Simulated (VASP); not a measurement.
# Ge: single point with PBE

Crystal: Ge.

```xyz
8
Lattice="0.0000 6.4519 6.4519 6.4519 0.0000 6.4519 6.4519 6.4519 0.0000" Properties=species:S:1:pos:R:3 pbc="T T T"
Ge    0.9238    5.5281    5.5281
Ge    2.3022    2.3022    2.3022
Ge    4.1497    4.1497    2.3022
Ge    4.1497    2.3022    4.1497
Ge    5.5281    0.9238    5.5281
Ge    0.9238    0.9238    0.9238
Ge    5.5281    5.5281    0.9238
Ge    2.3022    4.1497    4.1497
```

The cell was built from a structure type or drawn by symmetry, and may not be a known phase.

```
Program                : VASP 6.6.1
Task                   : single point
Functional             : PBE
Potentials or basis    : VASP PAW PBE potentials, release 64 (Ge_d)
Cutoff                 : 520 eV
k mesh                 : 4 × 4 × 4
Occupations            : gaussian, width 0.1 eV
Spin                   : no spin polarisation
Dipole correction      : no
Further INCAR settings : ALGO = Normal; EDIFF = 1e-07; NBANDS = 66
```

* Pressure: 0.0 GPa
* Largest force: 0.005 eV/Å
* Band gap on the k mesh: zero (bands 56 and 57 overlap by 0.51 eV)

Forces on the atoms (eV/Å):
```
Ge   0.003 -0.003 -0.003
Ge  -0.003 -0.003 -0.003
Ge   0.003  0.003 -0.003
Ge   0.003 -0.003  0.003
Ge  -0.003  0.003 -0.003
Ge   0.003  0.003  0.003
Ge  -0.003 -0.003  0.003
Ge  -0.003  0.003  0.003
```

Levels at points of the mesh, in eV from the Fermi level:
```csv
k point,band 53,band 54,band 55,band 56,band 57,band 58,band 59,band 60
"(0.00, 0.00, 0.00)",-1.36,-1.36,-0.51,-0.51,-0.51,0.82,0.82,1.54
"(0.50, 0.00, 0.00)",-1.16,-1.16,0.00,0.00,0.07,0.07,0.80,1.29
"(0.50, 0.50, 0.00)",-0.72,-0.72,-0.71,-0.71,0.32,0.32,1.31,1.31
```

It took 6 min on 1 thread of Intel(R) Xeon(R) 6975P-C (Granite Rapids), on a shared host, peak memory 0.76 GiB.

Caveat: semilocal functionals underestimate gaps, so a narrow gap can read as zero.
